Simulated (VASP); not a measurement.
LiF: single point with PBE

Crystal: LiF.

```
Li F
1.0
     3.04674    0.00000    0.00000
    -1.52337    2.63855    0.00000
     0.00000    0.00000    5.15996
Li F
2 2
Cartesian
  0.0000 1.7590 1.7031
  1.5234 0.8795 4.2831
  0.0000 1.7590 5.1286
  1.5234 0.8795 2.5486
```

This cell differs from its parent crystal: c/a of the conventional cell at fixed volume 1.6936.

| Property | Result |
| --- | --- |
| Program | VASP 6.6.1 |
| Task | single point |
| Functional | PBE |
| Potentials or basis | VASP PAW PBE potentials, release 64 (Li_sv, F) |
| Cutoff | 520 eV |
| k mesh | 9 × 9 × 6 |
| Occupations | gaussian, width 0.05 eV |
| Spin | no spin polarisation |

```
Largest force          : 0.869 eV/Å
Band gap on the k mesh : 7.48 eV, direct
```

Forces in eV/Å, atoms in the order of the input:
```
Li   0.000  0.000  0.869
Li   0.000  0.000  0.869
F    0.000  0.000 -0.869
F    0.000  0.000 -0.869
```

Levels at points of the mesh, in eV from the valence-band top:
```csv
k point,band 8,band 9,band 10,band 11,band 12,band 13
"(0.00, 0.00, 0.00)",-0.23,0.00,0.00,7.48,11.42,14.04
"(0.00, 0.00, 0.50)",-0.12,-0.12,-0.12,8.93,8.93,16.84
```

It took 20 s on 1 thread of AMD EPYC 9R45 96-Core Processor (Zen 5) (shared host), peak memory 0.13 GiB.

 A k mesh can miss the band edges.
